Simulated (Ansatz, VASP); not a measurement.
Two plane-wave programs on LiCl

```
Li Cl
1.0
     0.00000    2.56476    2.56476
     2.56476    0.00000    2.56476
     2.56476    2.56476    0.00000
Li Cl
1 1
Direct
  0.02437 0.97563 0.02437
  0.50000 0.50000 0.50000
```

Change from the starting cell: all Li atoms moved +0.125 Å, as atom 1 along Cartesian [0 1 0].

Alike in both runs: task single point; functional PBE; k mesh 8 × 8 × 8; occupations gaussian, width 0.05 eV; no spin polarisation.

|  | VASP | Ansatz |
| --- | --- | --- |
| version | VASP 6.6.1 | Ansatz 0.2.0 |
| potentials or method | VASP PAW PBE potentials, release 64 (Li_sv, Cl), cutoff 520 eV | scalar-relativistic, plane waves, PAW |
| valence electrons in the cell | 10 | 10 |

```csv
,VASP,Ansatz,Ansatz less VASP
gap on the k mesh at the Fermi level (eV),6.33,6.32,-0.012
least direct gap on the mesh (eV),6.33,6.32,-0.012
rms of the force components (eV/Å),0.055,0.055,-0.0004
```

Atom by atom the forces differ by 0.000 eV/Å (rms over components). The functional is the same, so the differences come from potentials, cutoffs and numerics.

Noted on VASP's run: the cutoff is under 1.25 times that of the potentials, so the pressure is a little rough.
